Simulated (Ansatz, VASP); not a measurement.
**Ti: VASP and Ansatz over several settings**

```
CELL_PARAMETERS angstrom
2.98882 0.00000 0.00000
-1.49441 2.58839 0.00000
0.00000 0.00000 4.74159
ATOMIC_POSITIONS crystal
Ti 0.66667 0.33333 0.75000
Ti 0.33333 0.66667 0.25000
```

Single points on this cell with VASP 6.6.1 and Ansatz 0.2.0. Each row is one pair of runs. Alike in all rows: spin: off; k mesh: 10 × 10 × 6; smearing: fermi-dirac, width 0.05 eV; VASP's potentials, cutoff: VASP PAW PBE potentials, release 64 (Ti_sv), 520 eV.

```csv
level,"Ansatz's potentials, cutoff","gap on the k mesh at the Fermi level (eV), VASP","gap on the k mesh at the Fermi level (eV), Ansatz","pressure (GPa), VASP","pressure (GPa), Ansatz"
r2SCAN+D4,"Ansatz PAW, 500 eV",none,none,-6.3,-6.6
PBEsol+D3(BJ),"Ansatz PAW, 420 eV",none,none,-14.5,-14.3
revPBE+D3(BJ),"Ansatz PAW, 420 eV",none,none,-13.1,-12.9
```

Pressure (GPa): the two programs differ by at most 0.32.

A gap of «none» marks a metal or a gap that the smearing closes.
